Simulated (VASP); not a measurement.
# KRb (P4/mmm) in VASP: notebook

The runs below take KRb through single point, relaxation of cell and atoms, with PBEsol.

Everything below comes from runs of VASP 6.6.1. Logs are shortened: lines on timing, memory, paths and dates and some standing lists are left out, and cuts for length are marked.

## (1) The cell of the first run

Symmetry: P4/mmm, No. 123, tetragonal system. The conventional cell has a = 4.815 Å, b = 4.815 Å, c = 6.807 Å, α = 90.00°, β = 90.00°, γ = 90.00°.

## (2) Single point, PBEsol

INCAR reads:

```
SYSTEM = KRb
ALGO     = Normal         ! electronic algorithm
EDIFF    = 1E-7           ! SCF threshold, eV
ENCUT    = 520            ! plane-wave cutoff, eV
GGA      = PS             ! functional
ISIF     = 2              ! what is computed and relaxed
ISMEAR   = 0              ! smearing method
LASPH    = .TRUE.         ! aspherical terms in the spheres
LCHARG   = .FALSE.        ! write CHGCAR
LREAL    = .FALSE.        ! projectors in reciprocal space
LWAVE    = .FALSE.        ! write WAVECAR
NBANDS   = 16             ! bands
NELM     = 100            ! most SCF steps
PREC     = Accurate       ! precision mode
SIGMA    = 0.1            ! smearing width, eV
```

KPOINTS reads:

```
k-points
0
G
  8 8 6
  0 0 0
```

POSCAR reads:

```
KRb
1.0
    4.8150309916      0.0000000000      0.0000000000
    0.0000000000      4.8150309916      0.0000000000
    0.0000000000      0.0000000000      6.8071755614
K Rb
1 1
Direct
    0.0000000000      0.0000000000      0.0000000000
    0.5000000000      0.5000000000      0.5000000000
```

Potentials or basis: VASP PAW PBE potentials, release 64 (K_sv, Rb_sv).

Command:

```console
> cat potpaw_PBE.64/K_sv/POTCAR potpaw_PBE.64/Rb_sv/POTCAR > POTCAR
> mpirun -np 1 vasp_std > vasp.out
```

OUTCAR:

```text
SYSTEM = KRb
   EDIFF = 1E-7
   ENCUT = 520
   GGA = PS
   ISIF = 2
   ISMEAR = 0
   LASPH = .TRUE.
   LREAL = .FALSE.
   NELM = 100
   PREC = Accurate

 ion  position               nearest neighbor table
   1  0.000  0.000  0.000-
   2  0.500  0.500  0.500-

  LATTYP: Found a simple tetragonal cell.
 ALAT       =     4.8150309916
 C/A-ratio  =     1.4137345270

  Lattice vectors:

 A1 = (   4.8150309916,   0.0000000000,   0.0000000000)
 A2 = (   0.0000000000,   4.8150309916,   0.0000000000)
 A3 = (   0.0000000000,   0.0000000000,   6.8071755614)

Analysis of symmetry for initial positions (statically):
=====================================================================
 Subroutine PRICEL returns:
 Original cell was already a primitive cell.

 Routine SETGRP: Setting up the symmetry group for a
 simple tetragonal supercell.

 Subroutine GETGRP returns: Found 16 space group operations
 (whereof 16 operations were pure point group operations)
 out of a pool of 16 trial point group operations.

The static configuration has the point symmetry D_4h.

Analysis of symmetry for dynamics (positions and initial velocities):
=====================================================================
 Subroutine PRICEL returns:
 Original cell was already a primitive cell.

 Routine SETGRP: Setting up the symmetry group for a
 simple tetragonal supercell.

 Subroutine GETGRP returns: Found 16 space group operations
 (whereof 16 operations were pure point group operations)
 out of a pool of 16 trial point group operations.

The dynamic configuration has the point symmetry D_4h.

 Subroutine INISYM returns: Found 16 space group operations
 (whereof 16 operations are pure point group operations),
 and found     1 'primitive' translations

----------------------------------------------------------------------------------------

                                     Primitive cell

  volume of cell :     157.8211

  direct lattice vectors                    reciprocal lattice vectors
     4.815030992  0.000000000  0.000000000     0.207682983  0.000000000  0.000000000
     0.000000000  4.815030992  0.000000000     0.000000000  0.207682983  0.000000000
     0.000000000  0.000000000  6.807175561     0.000000000  0.000000000  0.146903806

  length of vectors
     4.815030992  4.815030992  6.807175561     0.207682983  0.207682983  0.146903806

  position of ions in fractional coordinates (direct lattice)
[... 8 lines left out ...]
----------------------------------------------------------------------------------------

 KPOINTS: k-points

Automatic generation of k-mesh.
 Grid dimensions read from file:
 generate k-points for:    8    8    6

 Generating k-lattice:

  Cartesian coordinates                     Fractional coordinates (reciprocal lattice)
     0.025960373  0.000000000  0.000000000     0.125000000  0.000000000  0.000000000
     0.000000000  0.025960373  0.000000000     0.000000000  0.125000000  0.000000000
     0.000000000  0.000000000  0.024483968     0.000000000  0.000000000  0.166666667

  Length of vectors
     0.025960373  0.025960373  0.024483968

  Shift w.r.t. Gamma in fractional coordinates (k-lattice)
     0.000000000  0.000000000  0.000000000

 Subroutine IBZKPT returns following result:
 ===========================================

 Found     60 irreducible k-points:

 Following reciprocal coordinates:
            Coordinates               Weight
  0.000000  0.000000  0.000000      1.000000
  0.125000  0.000000  0.000000      4.000000
  0.250000  0.000000  0.000000      4.000000
  0.375000  0.000000  0.000000      4.000000
  0.500000  0.000000  0.000000      2.000000
  0.125000  0.125000  0.000000      4.000000
[... 16 lines left out ...]
  0.375000  0.125000  0.166667     16.000000
  0.500000  0.125000  0.166667      8.000000
 [... further k-points ...]
   k-points           NKPTS =     60   k-points in BZ     NKDIM =     60   number of bands    NBANDS=     16
   number of dos      NEDOS =    301   number of ions     NIONS =      2
   total plane-waves  NPLWV =  69984
   dimension x,y,z NGX =    36 NGY =   36 NGZ =   54
   dimension x,y,z NGXF=    72 NGYF=   72 NGZF=  108
   ions per type =               1   1
   NGX,Y,Z   is equivalent  to a cutoff of  12.43, 12.43, 13.19 a.u.
   NGXF,Y,Z  is equivalent  to a cutoff of  24.86, 24.86, 26.38 a.u.
 SYSTEM =  KRb
   PREC   = accura    normal or accurate (medium, high low for compatibility)
   ISTART =      0    job   : 0-new  1-cont  2-samecut
   ICHARG =      2    charge: 1-file 2-atom 10-const
   ISPIN  =      1    spin polarized calculation?
   LNONCOLLINEAR =      F non collinear calculations
   LSORBIT =      F    spin-orbit coupling
   LASPH  =      T    aspherical Exc in radial PAW
   ENCUT  =  520.0 eV  38.22 Ry    6.18 a.u.   8.95  8.95 12.66*2*pi/ulx,y,z
   NELM   =    100;   NELMIN=  2; NELMDL= -5     # of ELM steps
   EDIFF  = 0.1E-06   stopping-criterion for ELM
   LREAL  =      F    real-space projection
   EDIFFG = 0.1E-05   stopping-criterion for IOM
   NSW    =      0    number of steps for IOM
   IBRION =     -1    ionic relax: 0-MD 1-quasi-New 2-CG
   NFREE  =      0    steps in history (QN), initial steepest desc. (CG)
   ISIF   =      2    stress and relaxation
   ISYM   =      2    0-nonsym 1-usesym 2-fastsym
   POTIM  = 0.5000    time-step for ionic-motion
   TEBEG  =    0.0;   TEEND  =   0.0 temperature during run
   PSTRESS=    0.0 pullay stress
   NELECT =      18.0000    total number of electrons
   NUPDOWN=      -1.0000    fix difference up-down
   EMIN   =  10.00;   EMAX   =-10.00  energy-range for DOS
   EFERMI =   0.00;   METHOD = LEGACY
   ISMEAR =     0;   SIGMA  =   0.10  broadening in eV -4-tet -1-fermi 0-gaus
   EFERMI_NEDOS =   21; number of points for ismear=-14 and -15
   IALGO  =     38    algorithm
   IMIX   =      4    mixing-type and parameters
     AMIX     =   0.40;   BMIX     =  1.00
     AMIX_MAG =   1.60;   BMIX_MAG =  1.00
  volume/ion in A,a.u.               =      78.91       532.51
  Fermi-wavevector in a.u.,A,eV,Ry     =   0.793921  1.500293  8.575896  0.630311
  Thomas-Fermi vector in A             =   1.899952
   LORBIT       =      0    0 simple, 1 ext, 2 COOP (PROOUT), +10 PAW based schemes
   GGA     = PS    functional components
   LHFCALC =     F    Hartree Fock is set to
   AEXX    =    0.0000 exact exchange contribution
   IVDW    =     0    specifies the selected vdW correction
   LEPSILON=     F    determine dielectric tensor
   LRPA    =     F    only Hartree local field effects (RPA)
 non-spin polarized calculation
 Gauss-broadening in eV      SIGMA  =   0.10
  energy-cutoff  :      520.00
  volume of cell :      157.82
 maximum number of plane-waves:      4316
 NGX is ok and might be reduce to    36
   NGX = 17   NGY = 17   NGZ = 25

 number of electron      18.0000001 magnetization

 Free energy of the ion-electron system (eV)
  ---------------------------------------------------
  ext. energy  EPLUGINS =         0.00000000
  ---------------------------------------------------
  free energy    TOTEN  =        -2.15359141 eV

  energy without entropy =       -2.14497398  energy(sigma->0) =       -2.14928269

 E-fermi :  -0.0279     XC(G=0):  -5.7069

 val. band max:       -0.0451819233   @ k =   0.5000   0.0000   0.3333
 cond. band min:      -0.0271608109   @ k =   0.5000   0.0000   0.3333
 fundamental gap:      0.0180211124
 Fermi energy:        -0.0278939489

 k-point     1 :       0.0000    0.0000    0.0000
  band No.  band energies     occupation
      1     -32.0558      2.00000
      2     -28.7772      2.00000
      3     -15.6052      2.00000
      4     -15.5822      2.00000
      5     -15.5822      2.00000
      6     -12.8742      2.00000
[... 8 lines left out ...]
     15       3.9390      0.00000
     16       4.7820      0.00000

 k-point     2 :       0.1250    0.0000    0.0000
  band No.  band energies     occupation
      1     -32.0557      2.00000
      2     -28.7768      2.00000
      3     -15.6047      2.00000
      4     -15.5863      2.00000
      5     -15.5818      2.00000
      6     -12.8730      2.00000
[... 8 lines left out ...]
     15       3.9954      0.00000
     16       4.2495      0.00000

 k-point     3 :       0.2500    0.0000    0.0000
  band No.  band energies     occupation
      1     -32.0554      2.00000
      2     -28.7759      2.00000
      3     -15.6036      2.00000
      4     -15.5962      2.00000
      5     -15.5810      2.00000
      6     -12.8818      2.00000
[... 8 lines left out ...]
     15       4.1337      0.00000
     16       4.2188      0.00000

 k-point     4 :       0.3750    0.0000    0.0000
  band No.  band energies     occupation
      1     -32.0550      2.00000
      2     -28.7750      2.00000
      3     -15.6060      2.00000
      4     -15.6025      2.00000
      5     -15.5802      2.00000
      6     -12.9109      2.00000
[... 8 lines left out ...]
     15       4.0467      0.00000
     16       4.3605      0.00000

 k-point     5 :       0.5000    0.0000    0.0000
  band No.  band energies     occupation
      1     -32.0549      2.00000
      2     -28.7747      2.00000
      3     -15.6101      2.00000
      4     -15.6020      2.00000
      5     -15.5798      2.00000
      6     -12.9229      2.00000
[... 8 lines left out ...]
     15       3.9629      0.00000
     16       4.2564      0.00000

 k-point     6 :       0.1250    0.1250    0.0000
  band No.  band energies     occupation
      1     -32.0555      2.00000
      2     -28.7764      2.00000
      3     -15.6043      2.00000
      4     -15.5860      2.00000
      5     -15.5859      2.00000
      6     -12.8718      2.00000
[... 8 lines left out ...]
     15       3.9633      0.00000
     16       3.9790      0.00000

 k-point     7 :       0.2500    0.1250    0.0000
  band No.  band energies     occupation
      1     -32.0552      2.00000
      2     -28.7756      2.00000
      3     -15.6032      2.00000
      4     -15.5958      2.00000
      5     -15.5851      2.00000
      6     -12.8805      2.00000
[... 8 lines left out ...]
     15       3.7356      0.00000
     16       4.1556      0.00000

 k-point     8 :       0.3750    0.1250    0.0000
  band No.  band energies     occupation
      1     -32.0549      2.00000
      2     -28.7747      2.00000
      3     -15.6056      2.00000
      4     -15.6021      2.00000
      5     -15.5842      2.00000
      6     -12.9095      2.00000
[... 8 lines left out ...]
     15       3.5887      0.00000
     16       4.1839      0.00000

 k-point     9 :       0.5000    0.1250    0.0000
  band No.  band energies     occupation
      1     -32.0548      2.00000
      2     -28.7743      2.00000
      3     -15.6097      2.00000
      4     -15.6016      2.00000
      5     -15.5838      2.00000
      6     -12.9213      2.00000
[... 8 lines left out ...]
     15       3.8893      0.00000
     16       4.0078      0.00000
[... 172 lines left out ...]
 k-point    19 :       0.3750    0.0000    0.1667
  band No.  band energies     occupation
      1     -32.0550      2.00000
      2     -28.7750      2.00000
      3     -15.6061      2.00000
      4     -15.6026      2.00000
      5     -15.5802      2.00000
      6     -12.9107      2.00000
[... 8 lines left out ...]
     15       3.9392      0.00000
     16       4.0939      0.00000

 k-point    20 :       0.5000    0.0000    0.1667
  band No.  band energies     occupation
      1     -32.0549      2.00000
      2     -28.7747      2.00000
      3     -15.6102      2.00000
      4     -15.6022      2.00000
      5     -15.5798      2.00000
      6     -12.9227      2.00000
[... 8 lines left out ...]
     15       3.8564      0.00000
     16       4.0627      0.00000

 k-point    21 :       0.1250    0.1250    0.1667
  band No.  band energies     occupation
      1     -32.0555      2.00000
      2     -28.7764      2.00000
      3     -15.6043      2.00000
      4     -15.5860      2.00000
      5     -15.5858      2.00000
      6     -12.8725      2.00000
[... 8 lines left out ...]
     15       3.8488      0.00000
     16       4.1195      0.00000

 k-point    22 :       0.2500    0.1250    0.1667
  band No.  band energies     occupation
      1     -32.0552      2.00000
      2     -28.7756      2.00000
      3     -15.6033      2.00000
      4     -15.5958      2.00000
      5     -15.5851      2.00000
      6     -12.8804      2.00000
[... 8 lines left out ...]
     15       3.7729      0.00000
     16       4.0207      0.00000

 k-point    23 :       0.3750    0.1250    0.1667
  band No.  band energies     occupation
      1     -32.0549      2.00000
      2     -28.7747      2.00000
      3     -15.6057      2.00000
      4     -15.6022      2.00000
      5     -15.5842      2.00000
      6     -12.9093      2.00000
[... 8 lines left out ...]
     15       3.7055      0.00000
     16       4.0091      0.00000

 k-point    24 :       0.5000    0.1250    0.1667
  band No.  band energies     occupation
      1     -32.0548      2.00000
      2     -28.7743      2.00000
      3     -15.6097      2.00000
      4     -15.6018      2.00000
      5     -15.5838      2.00000
      6     -12.9211      2.00000
[... 8 lines left out ...]
     15       3.8776      0.00000
     16       3.9696      0.00000

 [... further k-points ...]
[... 5 lines left out ...]
  --------------------------------------------------------------------------------------
  -------------------------------------------------------------------------------------
  Total       -0.0063376     -0.0063376     -0.0099264      0.0000000      0.0000000      0.0000000
  in kB       -0.0643381     -0.0643381     -0.1007714      0.0000000      0.0000000      0.0000000
  external PRESSURE =      -0.0764825 kB  Pullay stress =       0.0000000 kB

 VOLUME and BASIS-vectors are now :
 -----------------------------------------------------------------------------
  energy-cutoff  :      520.00
  volume of cell :      157.82
      direct lattice vectors                 reciprocal lattice vectors
     4.815030992  0.000000000  0.000000000     0.207682983  0.000000000  0.000000000
     0.000000000  4.815030992  0.000000000     0.000000000  0.207682983  0.000000000
     0.000000000  0.000000000  6.807175561     0.000000000  0.000000000  0.146903806

 POSITION                                       TOTAL-FORCE (eV/Angst)
 -----------------------------------------------------------------------------------
      0.00000      0.00000      0.00000         0.000000      0.000000      0.000000
      2.40752      2.40752      3.40359         0.000000      0.000000      0.000000
 -----------------------------------------------------------------------------------
    total drift:                                0.000000      0.000000      0.000000

  FREE ENERGIE OF THE ION-ELECTRON SYSTEM (eV)
  ---------------------------------------------------
  free  energy   TOTEN  =        -2.1535914088 eV

  energy  without entropy=       -2.1449739773  energy(sigma->0) =       -2.14928269
```

Run time: 44 s. Hardware: 1 thread of Intel Xeon 6975P-C (Granite Rapids), shared host; peak memory 0.33 GiB.

Results:

* Free energy: -2.1536 eV
* Pressure: 0.0 GPa
* Band gap on the k mesh: zero (band 9 reaches 1.05 eV, above the bottom of band 10 at -1.16 eV)

Levels at points of the mesh, in eV from the Fermi level:
| k point | band 6 | band 7 | band 8 | band 9 | band 10 | band 11 | band 12 | band 13 |
| --- | --- | --- | --- | --- | --- | --- | --- | --- |
| (0.00, 0.00, 0.00) | -12.85 | -12.81 | -12.81 | -2.11 | 0.75 | 1.45 | 2.04 | 3.95 |
| (0.50, 0.00, 0.00) | -12.90 | -12.84 | -12.81 | -0.36 | -0.26 | 1.82 | 2.28 | 2.33 |
| (0.50, 0.50, 0.00) | -12.88 | -12.88 | -12.83 | 0.62 | 0.88 | 1.45 | 1.45 | 2.06 |
| (0.00, 0.00, 0.50) | -12.85 | -12.81 | -12.81 | -1.19 | -1.13 | 2.56 | 2.92 | 3.29 |
| (0.50, 0.00, 0.50) | -12.89 | -12.84 | -12.81 | 0.13 | 0.31 | 0.60 | 0.70 | 3.63 |
| (0.50, 0.50, 0.50) | -12.88 | -12.88 | -12.83 | 1.08 | 1.45 | 1.45 | 1.52 | 1.91 |

Caveat: the PAW data sets were made with another functional, which shifts forces and pressure a little.

(Part 1 of 2 ends here.)
